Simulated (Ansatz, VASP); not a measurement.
One calculation of CuO, two programs

The input INCAR:

```
  ALGO = Normal
  EDIFF = 1E-6
  ENCUT = 600
  GGA = PE
  GGA_COMPAT = F
  ISIF = 2
  ISMEAR = -1
  LASPH = T
  LCHARG = F
  LREAL = F
  LWAVE = F
  NBANDS = 44
  NELM = 120
  PREC = Accurate
  SIGMA = 0.05
```

KPOINTS

```
k-points
0
Gamma
  9 5 5
```

The input POSCAR:

```
CuO
1.0
   -2.3418500000      1.7113000000      0.0000000000
    0.8500300000      0.0000000000     -5.0578700000
   -2.3418500000     -5.1339000000      0.0000000000
Cu O
4 4
Direct
    0.2479969100      0.0006014900      0.2432966400
    0.7479969100      0.0006014900      0.7432966400
    0.9979969100      0.5006014900      0.4932966400
    0.4979969100      0.5006014900      0.9932966400
    0.7071969100      0.7506014900      0.2840966400
    0.2071969100      0.7506014900      0.7840966400
    0.7887969100      0.2506014900      0.2024966400
    0.3048216600      0.2457895500      0.7561235500
```

input.yaml

```yaml
crystal:
  lattice:
    - [-2.34185, 1.7113, 0.0]
    - [0.85003, 0.0, -5.05787]
    - [-2.34185, -5.1339, 0.0]
  atoms:
    - { symbol: Cu, position: [0.24799691, 0.00060149, 0.24329664] }
    - { symbol: Cu, position: [0.74799691, 0.00060149, 0.74329664] }
    - { symbol: Cu, position: [0.99799691, 0.50060149, 0.49329664] }
    - { symbol: Cu, position: [0.49799691, 0.50060149, 0.99329664] }
    - { symbol: O, position: [0.70719691, 0.75060149, 0.28409664] }
    - { symbol: O, position: [0.20719691, 0.75060149, 0.78409664] }
    - { symbol: O, position: [0.78879691, 0.25060149, 0.20249664] }
    - { symbol: O, position: [0.30482166, 0.24578955, 0.75612355] }
kpoints:
  mp_grid: { grid: [9, 5, 5] }
scf:
  occupations: { method: fermi_dirac, width: 0.05 }
hamiltonian:
  xc: pbe
  pseudopotentials: { kind: all_electron, lapw: { basis_error: 0.001 } }
output:
  forces: true
  stress: true
  eigenvalues: true
  populations: true
```

Change from the starting cell: atom 8 moved 0.30 Å.

Alike in both runs: task single point; functional PBE; k mesh 9 × 5 × 5; occupations fermi-dirac, width 0.05 eV; no spin polarisation.

|  | VASP | Ansatz |
| --- | --- | --- |
| version | VASP 6.6.1 | Ansatz 0.2.0 |
| potentials or method | VASP PAW PBE potentials, release 64 (Cu, O), cutoff 600 eV | all-electron LAPW, scalar-relativistic |

```csv
,VASP,Ansatz,Ansatz less VASP
gap on the k mesh at the Fermi level (eV),none,none,-
pressure (GPa),9.5,8.9,-0.60
"traceless stress, the component that is largest in VASP (GPa)",2.51,2.36,-0.151
rms of the force components (eV/Å),0.788,0.767,-0.0202
```

Atom by atom the forces differ by 0.029 eV/Å (rms over components). A gap of «none» marks a metal or a gap that the smearing closes. Ansatz ran all-electron here, and VASP with PAW potentials.
